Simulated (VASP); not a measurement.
# Ge (P6_3/mmc) in VASP: density of states with PBEsol

Aim: the density of states of Ge with PBEsol.

Everything below comes from runs of VASP 6.6.1. Logs are shortened: lines on timing, memory, paths and dates and some standing lists are left out, and cuts for length are marked.

## (1) The cell of the first run

Symmetry: P6_3/mmc, No. 194, hexagonal system. The conventional cell has a = 3.997 Å, b = 3.997 Å, c = 6.596 Å, α = 90.00°, β = 90.00°, γ = 120.00°. Ge (site symmetry 3m) has 4 Ge at 2.45 to 2.47 Å within 3.2 Å.

## (2) Density of states, PBEsol

Contents of POSCAR:

```
Ge
1.0
    3.9969679352      0.0000000000      0.0000000000
   -1.9984839676      3.4614757700      0.0000000000
    0.0000000000      0.0000000000      6.5963649695
Ge
4
Direct
    0.6666666667      0.3333333333      0.0629118512
    0.3333333333      0.6666666667      0.5629118512
    0.6666666667      0.3333333333      0.4370881488
    0.3333333333      0.6666666667      0.9370881488
```

Contents of INCAR.step1:

```
SYSTEM = Ge
PREC     = Accurate       ! precision mode
ENCUT    = 410            ! plane-wave cutoff, eV
EDIFF    = 1E-6           ! SCF threshold, eV
ISMEAR   = 0              ! smearing method
SIGMA    = 0.1            ! smearing width, eV
LREAL    = .FALSE.        ! projectors in reciprocal space
LASPH    = .TRUE.         ! aspherical terms in the spheres
NELM     = 120            ! most SCF steps
ALGO     = Normal         ! electronic algorithm
ISIF     = 2              ! what is computed and relaxed
LWAVE    = .FALSE.        ! write WAVECAR
LCHARG   = .TRUE.         ! write CHGCAR
GGA      = PS             ! functional
NBANDS   = 36             ! bands
GGA_COMPAT= .FALSE.      
NEDOS    = 2001           ! points of the DOS
LORBIT   = 11             ! projections on sites
```

Contents of KPOINTS.step1:

```
Automatic mesh
0
G
  12 12 6
  0 0 0
```

Contents of INCAR.step2:

```
SYSTEM = Ge
PREC     = Accurate       ! precision mode
ENCUT    = 410            ! plane-wave cutoff, eV
EDIFF    = 1E-6           ! SCF threshold, eV
ISMEAR   = -5             ! smearing method
SIGMA    = 0.1            ! smearing width, eV
LREAL    = .FALSE.        ! projectors in reciprocal space
LASPH    = .TRUE.         ! aspherical terms in the spheres
NELM     = 120            ! most SCF steps
ALGO     = Normal         ! electronic algorithm
ISIF     = 2              ! what is computed and relaxed
LWAVE    = .FALSE.        ! write WAVECAR
LCHARG   = .FALSE.        ! write CHGCAR
GGA      = PS             ! functional
LORBIT   = 11             ! projections on sites
NBANDS   = 36             ! bands
NEDOS    = 2001           ! points of the DOS
ICHARG   = 11             ! starting density
GGA_COMPAT= .FALSE.
```

Contents of KPOINTS.step2:

```
Automatic mesh
0
G
  18 18 9
  0 0 0
```

Potentials or basis: VASP PAW PBE potentials, release 64 (Ge_d).

Started as:

```
$ cat potpaw_PBE.64/Ge_d/POTCAR > POTCAR
$ cp INCAR.step1 INCAR
$ cp KPOINTS.step1 KPOINTS
$ mpirun -np 1 vasp_std > vasp.out
$ cp INCAR.step2 INCAR
$ cp KPOINTS.step2 KPOINTS
$ mpirun -np 1 vasp_std > vasp.out
```

OUTCAR:

```text
SYSTEM = Ge
   PREC = Accurate
   ENCUT = 410
   EDIFF = 1E-6
   ISMEAR = -5
   LREAL = .FALSE.
   LASPH = .TRUE.
   NELM = 120
   ISIF = 2
   GGA = PS
   LORBIT = 11
   ICHARG = 11

 ion  position               nearest neighbor table
   1  0.667  0.333  0.063-   4 2.45   4 2.45   4 2.45   3 2.47
   2  0.333  0.667  0.563-   3 2.45   3 2.45   3 2.45   4 2.47
   3  0.667  0.333  0.437-   2 2.45   2 2.45   2 2.45   1 2.47
   4  0.333  0.667  0.937-   1 2.45   1 2.45   1 2.45   2 2.47

  LATTYP: Found a hexagonal cell.
 ALAT       =     3.9969679352
 C/A-ratio  =     1.6503422285

  Lattice vectors:

 A1 = (   3.9969679352,   0.0000000000,   0.0000000000)
 A2 = (  -1.9984839676,   3.4614757700,   0.0000000000)
 A3 = (   0.0000000000,   0.0000000000,   6.5963649695)

Analysis of symmetry for initial positions (statically):
=====================================================================
 Subroutine PRICEL returns:
 Original cell was already a primitive cell.

 Routine SETGRP: Setting up the symmetry group for a
 hexagonal supercell.

 Subroutine GETGRP returns: Found 24 space group operations
 (whereof 12 operations were pure point group operations)
 out of a pool of 24 trial point group operations.

The static configuration has the point symmetry D_3d.
 The point group associated with its full space group is D_6h.

Analysis of symmetry for dynamics (positions and initial velocities):
=====================================================================
 Subroutine PRICEL returns:
 Original cell was already a primitive cell.

 Routine SETGRP: Setting up the symmetry group for a
 hexagonal supercell.

 Subroutine GETGRP returns: Found 24 space group operations
 (whereof 12 operations were pure point group operations)
 out of a pool of 24 trial point group operations.

The dynamic configuration has the point symmetry D_3d.
 The point group associated with its full space group is D_6h.

 Subroutine INISYM returns: Found 24 space group operations
 (whereof 12 operations are pure point group operations),
 and found     1 'primitive' translations

----------------------------------------------------------------------------------------

                                     Primitive cell

  volume of cell :      91.2634

  direct lattice vectors                    reciprocal lattice vectors
     3.996967935  0.000000000  0.000000000     0.250189648  0.144447061  0.000000000
    -1.998483968  3.461475770  0.000000000     0.000000000  0.288894121  0.000000000
     0.000000000  0.000000000  6.596364969     0.000000000  0.000000000  0.151598646

  length of vectors
     3.996967935  3.996967935  6.596364969     0.288894121  0.288894121  0.151598646

  position of ions in fractional coordinates (direct lattice)
     0.666666667  0.333333333  0.062911851
     0.333333333  0.666666667  0.562911851
     0.666666667  0.333333333  0.437088149
     0.333333333  0.666666667  0.937088149

  ion indices of the primitive-cell ions
   primitive index   ion index
                 1           1
                 2           2
                 3           3
                 4           4

----------------------------------------------------------------------------------------

 KPOINTS: Automatic mesh

Automatic generation of k-mesh.
 Grid dimensions read from file:
 generate k-points for:   18   18    9

 Generating k-lattice:

  Cartesian coordinates                     Fractional coordinates (reciprocal lattice)
     0.013899425  0.008024837  0.000000000     0.055555556  0.000000000  0.000000000
     0.000000000  0.016049673  0.000000000     0.000000000  0.055555556  0.000000000
     0.000000000  0.000000000  0.016844294     0.000000000  0.000000000  0.111111111

  Length of vectors
     0.016049673  0.016049673  0.016844294

  Shift w.r.t. Gamma in fractional coordinates (k-lattice)
     0.000000000  0.000000000  0.000000000

 TETIRR: Found   2805 inequivalent tetrahedra from    17496

 Subroutine IBZKPT returns following result:
 ===========================================

 Found    185 irreducible k-points:

 Following reciprocal coordinates:
            Coordinates               Weight
  0.000000  0.000000  0.000000      1.000000
  0.055556 -0.000000  0.000000      6.000000
  0.111111 -0.000000  0.000000      6.000000
  0.166667 -0.000000  0.000000      6.000000
  0.222222 -0.000000  0.000000      6.000000
  0.277778  0.000000  0.000000      6.000000
[... 16 lines left out ...]
  0.333333  0.111111  0.000000     12.000000
  0.388889  0.111111  0.000000     12.000000
 [... further k-points ...]
   k-points           NKPTS =    185   k-points in BZ     NKDIM =    185   number of bands    NBANDS=     36
   number of dos      NEDOS =   2001   number of ions     NIONS =      4
   total plane-waves  NPLWV =  37632
   dimension x,y,z NGX =    28 NGY =   28 NGZ =   48
   dimension x,y,z NGXF=    56 NGYF=   56 NGZF=   96
   ions per type =               4
   NGX,Y,Z   is equivalent  to a cutoff of  11.65, 11.65, 12.10 a.u.
   NGXF,Y,Z  is equivalent  to a cutoff of  23.29, 23.29, 24.19 a.u.
 SYSTEM =  Ge
   PREC   = accura    normal or accurate (medium, high low for compatibility)
   ISTART =      0    job   : 0-new  1-cont  2-samecut
   ICHARG =     11    charge: 1-file 2-atom 10-const
   ISPIN  =      1    spin polarized calculation?
   LNONCOLLINEAR =      F non collinear calculations
   LSORBIT =      F    spin-orbit coupling
   LASPH  =      T    aspherical Exc in radial PAW
   ENCUT  =  410.0 eV  30.13 Ry    5.49 a.u.   6.60  6.60 10.89*2*pi/ulx,y,z
   NELM   =    120;   NELMIN=  2; NELMDL=  0     # of ELM steps
   EDIFF  = 0.1E-05   stopping-criterion for ELM
   LREAL  =      F    real-space projection
[... 7 lines left out ...]
   TEBEG  =    0.0;   TEEND  =   0.0 temperature during run
   PSTRESS=    0.0 pullay stress
   NELECT =      56.0000    total number of electrons
   NUPDOWN=      -1.0000    fix difference up-down
   EMIN   =  10.00;   EMAX   =-10.00  energy-range for DOS
   EFERMI =   0.00;   METHOD = LEGACY
   ISMEAR =    -5;   SIGMA  =   0.10  broadening in eV -4-tet -1-fermi 0-gaus
   EFERMI_NEDOS =   21; number of points for ismear=-14 and -15
   IALGO  =     38    algorithm
   IMIX   =      4    mixing-type and parameters
     AMIX     =   0.40;   BMIX     =  1.00
     AMIX_MAG =   1.60;   BMIX_MAG =  1.00
  volume/ion in A,a.u.               =      22.82       153.97
  Fermi-wavevector in a.u.,A,eV,Ry     =   1.391144  2.628880 26.331090  1.935281
  Thomas-Fermi vector in A             =   2.515011
   LORBIT       =     11    0 simple, 1 ext, 2 COOP (PROOUT), +10 PAW based schemes
   GGA     = PS    functional components
   LHFCALC =     F    Hartree Fock is set to
   AEXX    =    0.0000 exact exchange contribution
   IVDW    =     0    specifies the selected vdW correction
   LEPSILON=     F    determine dielectric tensor
   LRPA    =     F    only Hartree local field effects (RPA)
 non-spin polarized calculation
 Fermi weights with tetrahedron method with Bloechl corrections
  energy-cutoff  :      410.00
  volume of cell :       91.26
 maximum number of plane-waves:      1761
 NGX is ok and might be reduce to    28

 number of electron      56.0000018 magnetization

 Free energy of the ion-electron system (eV)
  ---------------------------------------------------
  ext. energy  EPLUGINS =         0.00000000
  ---------------------------------------------------
  free energy    TOTEN  =       -19.69451891 eV

  energy without entropy =      -19.69451891  energy(sigma->0) =      -19.69451891

 E-fermi :   4.8758     XC(G=0): -10.0866

 val. band max:        4.8767569250   @ k =   0.0556  -0.0000   0.0000
 cond. band min:       4.8611252635   @ k =   0.0000   0.0000   0.2222
 fundamental gap:     -0.0156316616
 Fermi energy:         4.8758407336

 k-point     1 :       0.0000    0.0000    0.0000
  band No.  band energies     occupation
      1     -20.0021      2.00000
      2     -20.0021      2.00000
      3     -19.9639      2.00000
      4     -19.9638      2.00000
      5     -19.9638      2.00000
      6     -19.9509      2.00000
[... 28 lines left out ...]
     35       9.3805      0.00000
     36      10.7812      0.00000

 k-point     2 :       0.0556   -0.0000    0.0000
  band No.  band energies     occupation
      1     -20.0043      2.00000
      2     -20.0027      2.00000
      3     -19.9662      2.00000
      4     -19.9649      2.00000
      5     -19.9637      2.00000
      6     -19.9479      2.00000
[... 28 lines left out ...]
     35       9.5216      0.00000
     36      10.9979      0.00000

 k-point     3 :       0.1111   -0.0000    0.0000
  band No.  band energies     occupation
      1     -20.0095      2.00000
      2     -20.0045      2.00000
      3     -19.9713      2.00000
      4     -19.9679      2.00000
      5     -19.9636      2.00000
      6     -19.9418      2.00000
[... 28 lines left out ...]
     35       9.9155      0.00000
     36      11.0755      0.00000
[... 742 lines left out ...]
 k-point    23 :       0.3333    0.1111    0.0000
  band No.  band energies     occupation
      1     -20.0202      2.00000
      2     -20.0158      2.00000
      3     -20.0014      2.00000
      4     -19.9909      2.00000
      5     -19.9352      2.00000
      6     -19.9128      2.00000
[... 28 lines left out ...]
     35      11.5954      0.00000
     36      12.1995      0.00000

 k-point    24 :       0.3889    0.1111    0.0000
  band No.  band energies     occupation
      1     -20.0183      2.00000
      2     -20.0158      2.00000
      3     -20.0063      2.00000
      4     -19.9923      2.00000
      5     -19.9286      2.00000
      6     -19.9085      2.00000
[... 28 lines left out ...]
     35      12.1642      0.00000
     36      12.5677      0.00000

 [... further k-points ...]
[... 5 lines left out ...]
  --------------------------------------------------------------------------------------
  -------------------------------------------------------------------------------------
  Total       -0.2219928     -0.2219928     -0.1352197      0.0000000     -0.0000000      0.0000000
  in kB       -3.8972006     -3.8972006     -2.3738531      0.0000000     -0.0000000      0.0000000
  external PRESSURE =      -3.3894181 kB  Pullay stress =       0.0000000 kB

 VOLUME and BASIS-vectors are now :
 -----------------------------------------------------------------------------
  energy-cutoff  :      410.00
  volume of cell :       91.26
      direct lattice vectors                 reciprocal lattice vectors
     3.996967935  0.000000000  0.000000000     0.250189648  0.144447061  0.000000000
    -1.998483968  3.461475770  0.000000000     0.000000000  0.288894121  0.000000000
     0.000000000  0.000000000  6.596364969     0.000000000  0.000000000  0.151598646

 POSITION                                       TOTAL-FORCE (eV/Angst)
 -----------------------------------------------------------------------------------
      1.99848      1.15383      0.41499        -0.000000     -0.000000     -0.008503
     -0.00000      2.30765      3.71317         0.000000      0.000000     -0.008503
      1.99848      1.15383      2.88319         0.000000     -0.000000      0.008503
     -0.00000      2.30765      6.18138         0.000000      0.000000      0.008503
 -----------------------------------------------------------------------------------
    total drift:                                0.000000     -0.000000      0.000000

  FREE ENERGIE OF THE ION-ELECTRON SYSTEM (eV)
  ---------------------------------------------------
  free  energy   TOTEN  =       -19.6945189116 eV

  energy  without entropy=      -19.6945189116  energy(sigma->0) =      -19.69451891

 total charge

# of ion       s       p       d       tot
------------------------------------------
    1        1.127   1.252  10.023  12.402
    2        1.127   1.252  10.023  12.402
    3        1.127   1.252  10.023  12.402
    4        1.127   1.252  10.023  12.402
--------------------------------------------------
tot          4.507   5.009  40.093  49.609
```

It took 10 min on 1 thread of Intel Xeon 8259CL, shared host; peak memory 0.4 GiB.

Results:

```yaml
Valence_electrons_inside_the_program's_atomic_spheres: Ge 12.40
```

Levels at points of the mesh, in eV from the Fermi level:
| k point | band 25 | band 26 | band 27 | band 28 | band 29 | band 30 | band 31 | band 32 |
| --- | --- | --- | --- | --- | --- | --- | --- | --- |
| (0.00, 0.00, 0.00) | -1.53 | -0.21 | -0.17 | -0.07 | 0.08 | 0.08 | 2.21 | 2.21 |
| (0.50, 0.00, 0.00) | -4.65 | -3.12 | -2.88 | -1.49 | 0.42 | 1.57 | 3.45 | 3.64 |

Caveat: the PAW data sets were made with another functional, which shifts forces and pressure a little; tetrahedron occupations give inexact forces and stress in metals.
